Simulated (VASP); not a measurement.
A run of VASP 6.6.1 is set up as follows.

Contents of INCAR:

```
SYSTEM = YMn3
PREC = Accurate
ENCUT = 520
EDIFF = 1E-6
ISMEAR = 0
SIGMA = 0.1
LREAL = .FALSE.
LASPH = .TRUE.
NELM = 150
ALGO = Normal
ISIF = 2
LWAVE = .FALSE.
LCHARG = .FALSE.
ISPIN = 2
MAGMOM = 4 4 4 0
LORBIT = 11
LMAXMIX = 4
GGA = PE
NBANDS = 37
```

Contents of KPOINTS:

```
Automatic mesh
0
G
  10 10 10
  0 0 0
```

File POSCAR:

```
YMn3
1.0
    4.1008586498      0.0000000000      0.0000000000
    0.0000000000      4.1008586498      0.0000000000
    0.0000000000      0.0000000000      4.1008586498
Mn Y
3 1
Direct
    0.0000000000      0.5000000000      0.5000000000
    0.5000000000      0.0000000000      0.5000000000
    0.5000000000      0.5000000000      0.0000000000
    0.0000000000      0.0000000000      0.0000000000
```

Potentials or basis: VASP PAW PBE potentials, release 64 (Mn_pv, Y_sv).

Command:

```console
$ cat potpaw_PBE.64/Mn_pv/POTCAR potpaw_PBE.64/Y_sv/POTCAR > POTCAR
$ mpirun -np 1 vasp_std > vasp.out
```

Question: What does it give for the pressure?

Answer: -0.1 GPa.

Question: Estimate the net moment.

Answer: 9.70 μB per cell.

Question: Estimate the site moments.

Answer: Mn +3.23; Y -0.24 μB.
